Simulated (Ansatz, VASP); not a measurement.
Two plane-wave programs on BN

```
CELL_PARAMETERS angstrom
-2.54397 0.00000 0.00000
0.00000 0.00000 -4.20774
0.00000 -4.40628 0.00000
ATOMIC_POSITIONS crystal
B 0.00000 0.00020 0.33333
B 0.50000 0.00020 0.83333
B 0.50000 0.50020 0.16667
B 0.00000 0.50020 0.66667
N 0.00000 0.37480 0.33333
N 0.50000 0.37480 0.83333
N 0.50000 0.87480 0.16667
N 0.00000 0.87480 0.66667
```

Alike in both runs: task single point; functional r2SCAN; k mesh 10 × 6 × 6; occupations gaussian, width 0.05 eV; no spin polarisation.

```csv
,VASP,Ansatz
version,VASP 6.6.1,Ansatz 0.2.0
potentials or method,"VASP PAW PBE potentials, release 64 (B, N), cutoff 660 eV","scalar-relativistic, plane waves, PAW"
valence electrons in the cell,32,32
```

Ansatz gave:

```
gap on the k mesh at the Fermi level (eV) : 5.80
least direct gap on the mesh (eV)         : 7.32
pressure (GPa)                            : 0.0
```

Task: Estimate VASP's values.

Result: gap on the k mesh at the Fermi level (eV): 5.77; least direct gap on the mesh (eV): 7.30; pressure (GPa): 1.2.

VASP's potentials were made for PBE, not for r2SCAN.
